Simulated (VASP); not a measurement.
# SnN2F2 (C2/m) in VASP: further runs

Runs on SnN2F2. Level: LDA. Tasks: single point.

All numbers are computed with VASP 6.6.1; they aren't measurements. Logs are shortened: lines on timing, memory, paths and dates and some standing lists are left out, and cuts for length are marked.

**1. The cell of the first run**

The structure is monoclinic, space group C2/m (No. 12). Conventional cell: a = 8.794 Å, b = 5.294 Å, c = 3.737 Å, α = 90.00°, β = 109.59°, γ = 90.00°. Within 3.1 Å of Sn (site symmetry 2/m) lie 4 F at 2.35 Å and 4 N at 2.71 Å. Within 1.5 Å of N (site symmetry m) lie 1 N at 1.12 Å. Within 3.3 Å of F (site symmetry m) lie 2 Sn at 2.35 Å and 4 N at 2.55 to 3.20 Å and 3 F at 2.86 to 3.29 Å.

**2. Single point, LDA**

Input file INCAR:

```
ALGO = Normal
EDIFF = 1E-6
ENCUT = 520
GGA = CA
ISIF = 2
ISMEAR = 0
LASPH = True
LCHARG = False
LREAL = False
LWAVE = False
NBANDS = 27
NELM = 100
PREC = Accurate
SIGMA = 0.01
```

Input file KPOINTS:

```
k-points
0
Gamma
  2 2 2
```

Input file POSCAR:

```
SnN2F2
1.0
    4.3970390000     -2.6470130000      0.0000000000
    4.3970390000      2.6470130000      0.0000000000
   -1.2529480000      0.0000000000      3.5211200000
Sn N F
1 2 2
Direct
    0.0000000000      0.0000000000      0.0000000000
    0.5380060000      0.5380060000      0.9060690000
    0.4619940000      0.4619940000      0.0939310000
    0.8276440000      0.8276440000      0.3634710000
    0.1723560000      0.1723560000      0.6365290000
```

Potentials or basis: VASP PAW LDA potentials, release 64 (Sn_d, N, F).

Started as:

```sh
$ cat potpaw_LDA.64/Sn_d/POTCAR potpaw_LDA.64/N/POTCAR potpaw_LDA.64/F/POTCAR > POTCAR
$ mpirun -np 1 vasp_std > vasp.out
```

OUTCAR:

```text
EDIFF = 1E-6
   ENCUT = 520
   GGA = CA
   ISIF = 2
   ISMEAR = 0
   LASPH = True
   LREAL = False
   NELM = 100
   PREC = Accurate

 ion  position               nearest neighbor table
   1  0.000  0.000  0.000-   4 2.35   5 2.35   5 2.35   4 2.35   2 2.71   2 2.71   3 2.71   3 2.71

   2  0.538  0.538  0.906-   3 1.12   1 2.71   1 2.71
   3  0.462  0.462  0.094-   2 1.12   1 2.71   1 2.71
   4  0.828  0.828  0.363-   1 2.35   1 2.35
   5  0.172  0.172  0.637-   1 2.35   1 2.35

  LATTYP: Found a base centered monoclinic cell.
 ALAT       =     8.7940780000
 B/A-ratio  =     0.6019989816
 C/A-ratio  =     0.4249906358
 COS(beta)  =    -0.3352458210

  Lattice vectors:

 A1 = (   4.3970390000,  -2.6470130000,   0.0000000000)
 A2 = (   4.3970390000,   2.6470130000,   0.0000000000)
 A3 = (  -1.2529480000,   0.0000000000,   3.5211200000)

Analysis of symmetry for initial positions (statically):
=====================================================================
 Subroutine PRICEL returns:
 Original cell was already a primitive cell.

 Routine SETGRP: Setting up the symmetry group for a
 base centered monoclinic supercell.

 Subroutine GETGRP returns: Found  4 space group operations
 (whereof  4 operations were pure point group operations)
 out of a pool of  4 trial point group operations.

The static configuration has the point symmetry C_2h.

Analysis of symmetry for dynamics (positions and initial velocities):
=====================================================================
 Subroutine PRICEL returns:
 Original cell was already a primitive cell.

 Routine SETGRP: Setting up the symmetry group for a
 base centered monoclinic supercell.

 Subroutine GETGRP returns: Found  4 space group operations
 (whereof  4 operations were pure point group operations)
 out of a pool of  4 trial point group operations.

The dynamic configuration has the point symmetry C_2h.

 Subroutine INISYM returns: Found  4 space group operations
 (whereof  4 operations are pure point group operations),
 and found     1 'primitive' translations

----------------------------------------------------------------------------------------

                                     Primitive cell

  volume of cell :      81.9648

[... 74 lines left out ...]
   NELM   =    100;   NELMIN=  2; NELMDL= -5     # of ELM steps
   EDIFF  = 0.1E-05   stopping-criterion for ELM
   LREAL  =      F    real-space projection
   EDIFFG = 0.1E-04   stopping-criterion for IOM
   NSW    =      0    number of steps for IOM
   IBRION =     -1    ionic relax: 0-MD 1-quasi-New 2-CG
   NFREE  =      0    steps in history (QN), initial steepest desc. (CG)
   ISIF   =      2    stress and relaxation
   ISYM   =      2    0-nonsym 1-usesym 2-fastsym
   POTIM  = 0.5000    time-step for ionic-motion
   TEBEG  =    0.0;   TEEND  =   0.0 temperature during run
   PSTRESS=    0.0 pullay stress
   NELECT =      38.0000    total number of electrons
   NUPDOWN=      -1.0000    fix difference up-down
   EMIN   =  10.00;   EMAX   =-10.00  energy-range for DOS
   EFERMI =   0.00;   METHOD = LEGACY
   ISMEAR =     0;   SIGMA  =   0.01  broadening in eV -4-tet -1-fermi 0-gaus
   EFERMI_NEDOS =   21; number of points for ismear=-14 and -15
   IALGO  =     38    algorithm
   IMIX   =      4    mixing-type and parameters
     AMIX     =   0.40;   BMIX     =  1.00
     AMIX_MAG =   1.60;   BMIX_MAG =  1.00
  volume/ion in A,a.u.               =      16.39       110.63
  Fermi-wavevector in a.u.,A,eV,Ry     =   1.267050  2.394377 21.842994  1.605415
  Thomas-Fermi vector in A             =   2.400218
   LORBIT       =      0    0 simple, 1 ext, 2 COOP (PROOUT), +10 PAW based schemes
   GGA     = CA    functional components
   LHFCALC =     F    Hartree Fock is set to
   AEXX    =    0.0000 exact exchange contribution
   IVDW    =     0    specifies the selected vdW correction
   LEPSILON=     F    determine dielectric tensor
   LRPA    =     F    only Hartree local field effects (RPA)
 non-spin polarized calculation
 Gauss-broadening in eV      SIGMA  =   0.01
  energy-cutoff  :      520.00
  volume of cell :       81.96
 maximum number of plane-waves:      2224
 NGX is ok and might be reduce to    40
   NGX = 19   NGY = 19   NGZ = 13

 number of electron      37.9999997 magnetization

 Free energy of the ion-electron system (eV)
  ---------------------------------------------------
  ext. energy  EPLUGINS =         0.00000000
  ---------------------------------------------------
  free energy    TOTEN  =       -31.32073732 eV

  energy without entropy =      -31.32073732  energy(sigma->0) =      -31.32073732

 E-fermi :   1.8763     XC(G=0):  -9.4336

 val. band max:        1.7376861391   @ k =   0.5000   0.0000   0.5000
 cond. band min:       2.6629971951   @ k =   0.5000   0.0000   0.5000
 fundamental gap:      0.9253110560
 Fermi energy:         1.8763037055

 k-point     1 :       0.0000    0.0000    0.0000
  band No.  band energies     occupation
      1     -22.1287      2.00000
      2     -20.0657      2.00000
      3     -19.5121      2.00000
      4     -19.0735      2.00000
      5     -19.0100      2.00000
      6     -18.9685      2.00000
[... 169 lines left out ...]
     26      10.7746      0.00000
     27      12.1597      0.00000

------------------------ aborting loop because EDIFF is reached ----------------------------------------

  FORCE on cell =-STRESS in cart. coord.  units (eV):
  Direction    XX          YY          ZZ          XY          YZ          ZX
  --------------------------------------------------------------------------------------
  -------------------------------------------------------------------------------------
  Total       -2.6824620      6.3271113     -2.8599901      0.0000000      0.0000000      0.8543880
  in kB      -52.4344778    123.6769718    -55.9046450      0.0000000      0.0000000     16.7008466
  external PRESSURE =       5.1126164 kB  Pullay stress =       0.0000000 kB

 VOLUME and BASIS-vectors are now :
 -----------------------------------------------------------------------------
  energy-cutoff  :      520.00
  volume of cell :       81.96
      direct lattice vectors                 reciprocal lattice vectors
     4.397039000 -2.647013000  0.000000000     0.113712887 -0.188892159  0.040463357
     4.397039000  2.647013000  0.000000000     0.113712887  0.188892159  0.040463357
    -1.252948000  0.000000000  3.521120000     0.000000000  0.000000000  0.284000545

 POSITION                                       TOTAL-FORCE (eV/Angst)
 -----------------------------------------------------------------------------------
      0.00000      0.00000      0.00000        -0.000000      0.000000     -0.000000
      3.59601      0.00000      3.19038        -1.241152      0.000000      0.816112
      3.94512      0.00000      0.33074         1.241152      0.000000     -0.816112
      6.82296      0.00000      1.27983         0.299377      0.000000      0.067418
      0.71817      0.00000      2.24129        -0.299377      0.000000     -0.067418
 -----------------------------------------------------------------------------------
    total drift:                                0.000000     -0.000000     -0.000000

  FREE ENERGIE OF THE ION-ELECTRON SYSTEM (eV)
  ---------------------------------------------------
  free  energy   TOTEN  =       -31.3207373246 eV

  energy  without entropy=      -31.3207373246  energy(sigma->0) =      -31.32073732
```

OSZICAR:

```text
N       E                     dE             d eps       ncg     rms          rms(c)
DAV:   1     0.408626428273E+03    0.40863E+03   -0.18929E+04   332   0.174E+03
DAV:   2     0.184062192367E+02   -0.39022E+03   -0.36903E+03   372   0.496E+02
DAV:   3    -0.326330645988E+02   -0.51039E+02   -0.50564E+02   399   0.159E+02
DAV:   4    -0.343066797811E+02   -0.16736E+01   -0.16692E+01   365   0.316E+01
DAV:   5    -0.343503978747E+02   -0.43718E-01   -0.43713E-01   415   0.517E+00    0.110E+01
DAV:   6    -0.316331640775E+02    0.27172E+01   -0.80333E+00   460   0.230E+01    0.537E+00
DAV:   7    -0.314312026091E+02    0.20196E+00   -0.66174E-01   339   0.503E+00    0.297E+00
DAV:   8    -0.313233590259E+02    0.10784E+00   -0.22092E-01   350   0.387E+00    0.491E-01
DAV:   9    -0.313206834324E+02    0.26756E-02   -0.26130E-02   361   0.141E+00    0.215E-01
DAV:  10    -0.313206620418E+02    0.21391E-04   -0.48327E-03   404   0.602E-01    0.964E-02
DAV:  11    -0.313207407790E+02   -0.78737E-04   -0.34449E-04   347   0.136E-01    0.391E-02
DAV:  12    -0.313207378691E+02    0.29099E-05   -0.53278E-05   514   0.812E-02    0.895E-03
DAV:  13    -0.313207373246E+02    0.54447E-06   -0.59368E-06   369   0.209E-02
   1 F= -.31320737E+02 E0= -.31320737E+02  d E =-.501672E-86
```

stdout:

```text
POSCAR found type information on POSCAR SnN F
 POSCAR found :  3 types and       5 ions
 scaLAPACK will be used
 LDA part: xc-table for (Slater(with rela. corr.)+CA(PZ))
 , standard interpolation
 POSCAR, INCAR and KPOINTS ok, starting setup
 FFT: planning ... GRIDC
 FFT: planning ... GRID_SOFT
 FFT: planning ... GRID
 WAVECAR not read
 entering main loop
```

It took 13 s on 1 thread of Intel Xeon Platinum 8488C (Sapphire Rapids), shared host; peak memory 0.17 GiB.

Results:

```
Free energy            : -31.3207 eV
Pressure               : 0.5 GPa
Largest force          : 1.485 eV/Å
Band gap on the k mesh : 0.93 eV
```

Forces in eV/Å, atoms in the order of the input:
```
Sn   0.000  0.000  0.000
N   -1.241  0.000  0.816
N    1.241  0.000 -0.816
F    0.299  0.000  0.067
F   -0.299  0.000 -0.067
```

Caveat: the k points lie up to 0.89 Å⁻¹ apart; the standard files for N, O and F lose accuracy on very short bonds; spin-orbit coupling is left out, which moves the levels of the heavy elements; forces of over 1 eV/Å act on the atoms, so gaps and moduli don't describe the material at rest. A k mesh can miss the band edges.

**3. Single point, LDA**

Input file INCAR:

```
SYSTEM = SnN2F2
PREC = Accurate
ENCUT = 520
EDIFF = 1E-7
ISMEAR = 0
SIGMA = 0.01
LREAL = .False.
LASPH = .True.
NELM = 100
ALGO = Normal
ISIF = 2
LWAVE = .False.
LCHARG = .False.
NBANDS = 27
```

Input file KPOINTS:

```
Automatic mesh
0
Gamma
  4 4 4
  0 0 0
```

POSCAR is that of step 2.

Potentials or basis: VASP PAW LDA potentials, release 64 (Sn_d, N, F).

Started as:

```sh
$ cat potpaw_LDA.64/Sn_d/POTCAR potpaw_LDA.64/N/POTCAR potpaw_LDA.64/F/POTCAR > POTCAR
$ mpirun -np 1 vasp_std > vasp.out
```

OUTCAR:

```text
SYSTEM = SnN2F2
   PREC = Accurate
   ENCUT = 520
   EDIFF = 1E-7
   ISMEAR = 0
   LREAL = .False.
   LASPH = .True.
   NELM = 100
   ISIF = 2

 ion  position               nearest neighbor table
   1  0.000  0.000  0.000-   4 2.35   5 2.35   5 2.35   4 2.35   2 2.71   2 2.71   3 2.71   3 2.71

   2  0.538  0.538  0.906-   3 1.12   1 2.71   1 2.71
   3  0.462  0.462  0.094-   2 1.12   1 2.71   1 2.71
   4  0.828  0.828  0.363-   1 2.35   1 2.35
[... 925 lines left out ...]
  --------------------------------------------------------------------------------------
  -------------------------------------------------------------------------------------
  Total       -2.8375616      5.8176498     -2.9060243      0.0000000      0.0000000      0.7341153
  in kB      -55.4662333    113.7184535    -56.8044819      0.0000000      0.0000000     14.3498597
  external PRESSURE =       0.4825794 kB  Pullay stress =       0.0000000 kB

 VOLUME and BASIS-vectors are now :
 -----------------------------------------------------------------------------
  energy-cutoff  :      520.00
  volume of cell :       81.96
      direct lattice vectors                 reciprocal lattice vectors
     4.397039000 -2.647013000  0.000000000     0.113712887 -0.188892159  0.040463357
     4.397039000  2.647013000  0.000000000     0.113712887  0.188892159  0.040463357
    -1.252948000  0.000000000  3.521120000     0.000000000  0.000000000  0.284000545

 POSITION                                       TOTAL-FORCE (eV/Angst)
 -----------------------------------------------------------------------------------
      0.00000      0.00000      0.00000        -0.000000      0.000000      0.000000
      3.59601      0.00000      3.19038        -1.079664      0.000000      0.764354
      3.94512      0.00000      0.33074         1.079664      0.000000     -0.764354
      6.82296      0.00000      1.27983         0.391094      0.000000      0.103748
      0.71817      0.00000      2.24129        -0.391094      0.000000     -0.103748
 -----------------------------------------------------------------------------------
    total drift:                                0.000000     -0.000000     -0.000000

  FREE ENERGIE OF THE ION-ELECTRON SYSTEM (eV)
  ---------------------------------------------------
  free  energy   TOTEN  =       -31.4197227188 eV

  energy  without entropy=      -31.4197227188  energy(sigma->0) =      -31.41972272
```

Wall time 54 s (1 thread of Intel Xeon Platinum 8488C (Sapphire Rapids), shared host); peak memory 0.19 GiB.

What came out:

```
Free energy            : -31.4197 eV
Pressure               : 0.0 GPa
Largest force          : 1.323 eV/Å
Band gap on the k mesh : 0.96 eV
```

Forces on the atoms (eV/Å):
```
Sn   0.000  0.000  0.000
N   -1.080  0.000  0.764
N    1.080  0.000 -0.764
F    0.391  0.000  0.104
F   -0.391  0.000 -0.104
```

Levels at points of the mesh, in eV from the valence-band top:
| k point | band 16 | band 17 | band 18 | band 19 | band 20 | band 21 | band 22 | band 23 |
| --- | --- | --- | --- | --- | --- | --- | --- | --- |
| (0.00, 0.00, 0.00) | -3.34 | -2.97 | -2.79 | -1.93 | 1.86 | 2.12 | 3.89 | 4.46 |
| (0.50, 0.00, 0.00) | -3.23 | -3.02 | -2.95 | -1.20 | 1.31 | 2.00 | 2.94 | 3.70 |
| (0.50, 0.50, 0.00) | -3.25 | -2.86 | -2.67 | -1.64 | 1.92 | 2.01 | 2.75 | 4.55 |
| (0.00, 0.00, 0.50) | -3.12 | -3.07 | -2.83 | -0.56 | 1.45 | 2.88 | 4.46 | 4.57 |
| (0.50, 0.00, 0.50) | -3.08 | -2.89 | -2.64 | 0.00 | 0.96 | 2.75 | 2.93 | 4.82 |
| (0.50, 0.50, 0.50) | -3.32 | -2.82 | -2.80 | -0.41 | 1.43 | 3.03 | 4.44 | 4.92 |

Caveat: the k points lie up to 0.45 Å⁻¹ apart; the standard files for N, O and F lose accuracy on very short bonds; spin-orbit coupling is left out, which moves the levels of the heavy elements; forces of over 1 eV/Å act on the atoms, so gaps and moduli don't describe the material at rest. A k mesh can miss the band edges.
